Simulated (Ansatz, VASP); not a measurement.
**SnSe: VASP beside Ansatz**

```
CELL_PARAMETERS angstrom
5.94551 0.00000 0.00000
0.00000 -5.94551 0.00000
0.00000 0.00000 -5.94551
ATOMIC_POSITIONS crystal
Sn 0.00000 0.00000 0.00000
Sn 0.50000 0.50000 0.00000
Sn 0.50000 0.00000 0.50000
Sn 0.00000 0.50000 0.50000
Se 0.50000 0.00000 0.99327
Se 0.00000 0.50000 0.00000
Se 0.00000 0.00000 0.50000
Se 0.50000 0.50000 0.50000
```

Alike in both runs: task single point; functional PBEsol; k mesh 6 × 6 × 6; occupations gaussian, width 0.05 eV; no spin polarisation.

```csv
,VASP,Ansatz
version,VASP 6.6.1,Ansatz 0.2.0
potentials or method,"VASP PAW PBE potentials, release 64 (Sn_d, Se), cutoff 520 eV","scalar-relativistic, plane waves, PAW"
valence electrons in the cell,80,120
```

```tsv
	VASP	Ansatz	Ansatz less VASP
gap on the k mesh at the Fermi level (eV)	0.29	0.29	0.000
least direct gap on the mesh (eV)	0.29	0.29	0.000
pressure (GPa)	0.1	0.1	-0.02
rms of the force components (eV/Å)	0.011	0.011	-0.0004
```

VASP's potentials were made for PBE, not for PBEsol. Atom by atom the forces differ by 0.001 eV/Å (rms over components). VASP's potentials hold 80 valence electrons a cell and Ansatz's 120, so a difference there can come from the potentials and not from the codes.
